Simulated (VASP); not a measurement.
Input of a VASP 6.6.1 run:

Contents of INCAR:

```
  PREC = Accurate
  ENCUT = 520
  EDIFF = 1E-6
  ISMEAR = 0
  SIGMA = 0.03
  LREAL = False
  LASPH = True
  NELM = 80
  ALGO = Normal
  ISIF = 2
  LWAVE = False
  LCHARG = True
  GGA = PS
  LELF = True
  LVHAR = True
  NBANDS = 11
```

The input KPOINTS:

```
Automatic mesh
0
Gamma
  10 10 10
```

POSCAR

```
Sr
1.0
    0.0114088125      3.0423500000      3.0423500000
    3.0537588125      0.0000000000      3.0537588125
    3.0423500000      3.0423500000      0.0114088125
Sr
1
Direct
    0.0000000000      0.0000000000      0.0000000000
```

Potentials or basis: VASP PAW PBE potentials, release 64 (Sr_sv).

The run is started by

```sh
$ cat potpaw_PBE.64/Sr_sv/POTCAR > POTCAR
$ mpirun -np 1 vasp_std > vasp.out
```

What does it give for the band gap on the k mesh?

Zero (bands 5 and 6 overlap by 0.06 eV).

What does it give for the pressure?

-0.9 GPa.

Caveat: the cell differs from its parent crystal (strain +0.0075 x Voigt [0, 0, 0, 0, 1, 0]); the PAW data sets were made with another functional, which shifts forces and pressure a little.
